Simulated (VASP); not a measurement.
Write the native input for VASP 6.6.1 that does the following.

```
Task                   : single point
Functional             : PBEsol
Potentials or basis    : VASP PAW PBE potentials, release 64 (Fe, Ge_d)
Cutoff                 : 520 eV
k mesh                 : 9 × 9 × 9
Occupations            : fermi-dirac, width 0.03 eV
Spin                   : collinear spin, ferromagnetic start
Starting moments       : [1.513, 1.513, 1.514, 0.0] μB
Fixed moment           : 4.54 μB
Dipole correction      : no
Further INCAR settings : ALGO = Normal; EDIFF = 1e-06; NBANDS = 31
```

The structure of Fe3Ge lies in POSCAR:

```
Fe3Ge
1.0
    3.6605005200      0.0000000000      0.0000000000
    0.0000000000      3.6605005200      0.0000000000
    0.0000000000      0.0000000000      3.6605005200
Fe Ge
3 1
Direct
    0.0000000000      0.5000000000      0.5000000000
    0.5000000000      0.5000000000      0.0000000000
    0.5000000000      0.0000000000      0.5000000000
    0.0000000000      0.0000000000      0.0000000000
```

One way to write it, as run:

INCAR

```
PREC = Accurate
ENCUT = 520
EDIFF = 1E-6
ISMEAR = -1
SIGMA = 0.03
LREAL = False
LASPH = True
NELM = 150
ALGO = Normal
ISIF = 2
LWAVE = False
LCHARG = False
ISPIN = 2
MAGMOM = 1.513 1.513 1.514 0
LORBIT = 11
NUPDOWN = 4.54
LMAXMIX = 4
GGA = PS
NBANDS = 31
```

KPOINTS

```
Automatic mesh
0
Gamma
  9 9 9
```

Potentials or basis: VASP PAW PBE potentials, release 64 (Fe, Ge_d).

Run with:

```bash
$ cat potpaw_PBE.64/Fe/POTCAR potpaw_PBE.64/Ge_d/POTCAR > POTCAR
$ mpirun -np 1 vasp_std > vasp.out
```

Results of the run:

The pressure is -18.1 GPa. The net moment is 4.54 μB per cell and the site moments are Fe +1.54; Ge -0.10 μB. The valence electrons inside the program's atomic spheres are Fe 7.21; Ge 12.45.

Caveat: the PAW data sets were made with another functional, which shifts forces and pressure a little; the total moment is fixed, so each spin has its own Fermi level.

Run time: 3.8 min on 1 thread of Intel Xeon 6975P-C, with other jobs on the host, peak memory 0.29 GiB.
